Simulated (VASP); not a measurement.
# BN in VASP: notebook, part 3 of 3

VASP 6.6.1. Earlier steps stand in the parts before.

## Step 5: Single point, r2SCAN (strain -0.030 along x and y, -0.015 along z)

POSCAR reads:

```
BN
1.0
    0.0000000000      1.7586109700      1.7858059850
    1.7586109700      0.0000000000      1.7858059850
    1.7586109700      1.7586109700      0.0000000000
B N
1 1
Direct
    0.0000000000      0.0000000000      0.0000000000
    0.7500000000      0.7500000000      0.7500000000
```

INCAR.step1 reads:

```
SYSTEM = BN
ALGO = Normal
EDIFF = 1E-4
ENCUT = 520
GGA = PE
ISMEAR = 0
LASPH = .TRUE.
LCHARG = .FALSE.
LREAL = .FALSE.
LWAVE = .TRUE.
NBANDS = 11
NELM = 100
PREC = Accurate
SIGMA = 0.05
```

INCAR.step2 reads:

```
SYSTEM = BN
ALGO = Normal
EDIFF = 1E-7
ENCUT = 520
ISIF = 2
ISMEAR = 0
ISTART = 1
LASPH = .TRUE.
LCHARG = .FALSE.
LMIXTAU = .TRUE.
LREAL = .FALSE.
LWAVE = .FALSE.
METAGGA = R2SCAN
NBANDS = 11
NELM = 100
PREC = Accurate
SIGMA = 0.05
```

KPOINTS reads:

```
k-points
0
G
  12 12 12
  0 0 0
```

Potentials or basis: VASP PAW PBE potentials, release 64 (B, N).

Launch:

```bash
$ cat potpaw_PBE.64/B/POTCAR potpaw_PBE.64/N/POTCAR > POTCAR
$ cp INCAR.step1 INCAR
$ mpirun -np 1 vasp_std > vasp.out
$ cp INCAR.step2 INCAR
$ mpirun -np 1 vasp_std > vasp.out
```

OUTCAR:

```text
SYSTEM = BN
   EDIFF = 1E-7
   ENCUT = 520
   ISIF = 2
   ISMEAR = 0
   ISTART = 1
   LASPH = .TRUE.
   LREAL = .FALSE.
   METAGGA = R2SCAN
   NELM = 100
   PREC = Accurate

 ion  position               nearest neighbor table
   1  0.000  0.000  0.000-   2 1.53   2 1.53   2 1.53   2 1.53
   2  0.750  0.750  0.750-   1 1.53   1 1.53   1 1.53   1 1.53

  LATTYP: Found a body centered tetragonal cell.
 ALAT       =     2.4870514847
 C/A-ratio  =     1.4360828443

  Lattice vectors:

 A1 = (  -1.7586109700,   0.0000000000,   1.7858059850)
 A2 = (   1.7586109700,   0.0000000000,   1.7858059850)
 A3 = (   0.0000000000,   1.7586109700,  -1.7858059850)

Analysis of symmetry for initial positions (statically):
=====================================================================
 Subroutine PRICEL returns:
 Original cell was already a primitive cell.

 Routine SETGRP: Setting up the symmetry group for a
 body centered tetragonal supercell.

 Subroutine GETGRP returns: Found  8 space group operations
 (whereof  8 operations were pure point group operations)
 out of a pool of 16 trial point group operations.

The static configuration has the point symmetry D_2d.

Analysis of symmetry for dynamics (positions and initial velocities):
=====================================================================
 Subroutine PRICEL returns:
 Original cell was already a primitive cell.

 Routine SETGRP: Setting up the symmetry group for a
 body centered tetragonal supercell.

 Subroutine GETGRP returns: Found  8 space group operations
 (whereof  8 operations were pure point group operations)
 out of a pool of 16 trial point group operations.

The dynamic configuration has the point symmetry D_2d.

 Subroutine INISYM returns: Found  8 space group operations
 (whereof  8 operations are pure point group operations),
 and found     1 'primitive' translations

----------------------------------------------------------------------------------------

                                     Primitive cell

[... 118 lines left out ...]
   IVDW    =     0    specifies the selected vdW correction
   LEPSILON=     F    determine dielectric tensor
   LRPA    =     F    only Hartree local field effects (RPA)
 non-spin polarized calculation
 Gauss-broadening in eV      SIGMA  =   0.05
  energy-cutoff  :      520.00
  volume of cell :       11.05
 maximum number of plane-waves:       308
   NGX =  9   NGY =  9   NGZ =  9

 number of electron       8.0000000 magnetization

 Free energy of the ion-electron system (eV)
  ---------------------------------------------------
  ext. energy  EPLUGINS =         0.00000000
  ---------------------------------------------------
  free energy    TOTEN  =       -19.10237762 eV

  energy without entropy =      -19.10237762  energy(sigma->0) =      -19.10237762

 E-fermi :   8.4050     XC(G=0): -14.0056

 val. band max:        8.1444699761   @ k =   0.0000   0.0000   0.0000
 cond. band min:      13.0479209626   @ k =   0.5000   0.0000   0.5000
 fundamental gap:      4.9034509865
 Fermi energy:         8.4050391010

 k-point     1 :       0.0000    0.0000    0.0000
  band No.  band energies     occupation
      1     -14.0001      2.00000
      2       7.9788      2.00000
      3       8.1445      2.00000
      4       8.1445      2.00000
      5      17.9092      0.00000
      6      17.9092      0.00000
      7      18.0220      0.00000
      8      20.3239      0.00000
      9      35.5683      0.00000
     10      37.2124      0.00000
     11      38.1023      0.00000
[... 309 lines left out ...]
 k-point    24 :      -0.4167    0.1667    0.0000
  band No.  band energies     occupation
      1      -8.9690      2.00000
      2      -2.9050      2.00000
      3       3.4061      2.00000
      4       5.3856      2.00000
      5      18.6228      0.00000
      6      21.7746      0.00000
      7      21.8701      0.00000
      8      25.8117      0.00000
      9      31.4975      0.00000
     10      35.5549      0.00000
     11      37.7417      0.00000

 [... further k-points ...]

------------------------ aborting loop because EDIFF is reached ----------------------------------------

  FORCE on cell =-STRESS in cart. coord.  units (eV):
  Direction    XX          YY          ZZ          XY          YZ          ZX
  --------------------------------------------------------------------------------------
  -------------------------------------------------------------------------------------
  Total        2.2336961      2.2336961      1.4915562      0.0000000      0.0000000      0.0000000
  in kB      323.9894236    323.9894236    216.3447594      0.0000000      0.0000000      0.0000000
  external PRESSURE =     288.1078689 kB  Pullay stress =       0.0000000 kB

 VOLUME and BASIS-vectors are now :
 -----------------------------------------------------------------------------
  energy-cutoff  :      520.00
  volume of cell :       11.05
      direct lattice vectors                 reciprocal lattice vectors
     0.000000000  1.758610970  1.785805985    -0.284315297  0.284315297  0.279985622
     1.758610970  0.000000000  1.785805985     0.284315297 -0.284315297  0.279985622
     1.758610970  1.758610970  0.000000000     0.284315297  0.284315297 -0.279985622

 POSITION                                       TOTAL-FORCE (eV/Angst)
 -----------------------------------------------------------------------------------
      0.00000      0.00000      0.00000         0.000000      0.000000      0.000000
      2.63792      2.63792      2.67871        -0.000000     -0.000000     -0.000000
 -----------------------------------------------------------------------------------
    total drift:                               -0.000020     -0.000020      0.000043

  FREE ENERGIE OF THE ION-ELECTRON SYSTEM (eV)
  ---------------------------------------------------
  free  energy   TOTEN  =       -19.1023776177 eV

  energy  without entropy=      -19.1023776177  energy(sigma->0) =      -19.10237762
```

OUTCAR.step1:

```text
SYSTEM = BN
   EDIFF = 1E-4
   ENCUT = 520
   GGA = PE
   ISMEAR = 0
   LASPH = .TRUE.
   LREAL = .FALSE.
[... 557 lines left out ...]
      0.00000      0.00000      0.00000         0.000000      0.000000     -0.000000
      2.63792      2.63792      2.67871        -0.000000     -0.000000      0.000000
 -----------------------------------------------------------------------------------
    total drift:                               -0.000003     -0.000003      0.000007

  FREE ENERGIE OF THE ION-ELECTRON SYSTEM (eV)
  ---------------------------------------------------
  free  energy   TOTEN  =       -17.3631906649 eV

  energy  without entropy=      -17.3631906649  energy(sigma->0) =      -17.36319066
```

Wall time 2.9 min (1 thread of AMD EPYC, shared host); peak memory 0.1 GiB.

What came out:

```yaml
Free_energy: -19.1024 eV
Pressure: 28.8 GPa
Band_gap_on_the_k_mesh: 4.90 eV, indirect (least direct gap 9.76 eV)
```

Levels at points of the mesh, in eV from the valence-band top:
| k point | band 2 | band 3 | band 4 | band 5 | band 6 | band 7 |
| --- | --- | --- | --- | --- | --- | --- |
| (0.00, 0.00, 0.00) | -0.17 | 0.00 | 0.00 | 9.76 | 9.76 | 9.88 |
| (0.50, 0.00, 0.00) | -11.78 | -2.34 | -2.07 | 11.37 | 11.89 | 11.97 |
| (0.50, 0.50, 0.00) | -9.99 | -5.35 | -5.35 | 5.20 | 10.41 | 20.27 |
| (0.50, 0.00, 0.50) | -9.76 | -5.58 | -5.57 | 4.90 | 10.03 | 20.17 |

Caveat: the cell differs from its parent crystal (strain -0.030 along x and y, -0.015 along z); the PAW data sets were made with another functional, which shifts forces and pressure a little.

## Step 6: Summary

```tsv
cell	gap on the mesh (eV)	pressure (GPa)
a = 2.526 Å, angles 60.0°, 2 atoms	5.02	14.5
a = 2.602 Å, angles 60.0°, 2 atoms	4.91	-19.6
a = 2.641 Å, angles 60.0°, 2 atoms	4.85	-32.4
a = 2.506, b = 2.506, c = 2.487 Å, angles 60.3, 60.3, 59.5°, 2 atoms	4.90	28.8
```

Alike in all rows: task single point; level r2SCAN; potentials or basis VASP PAW PBE potentials, release 64 (B, N); no spin polarisation; k mesh 12 × 12 × 12; cutoff (eV) 520; smearing gaussian 0.05 eV.

Caveats: the PAW data sets were made with another functional, which shifts forces and pressure a little.

Total energies depend on the potentials used, so only differences within one code and one set of settings carry meaning.
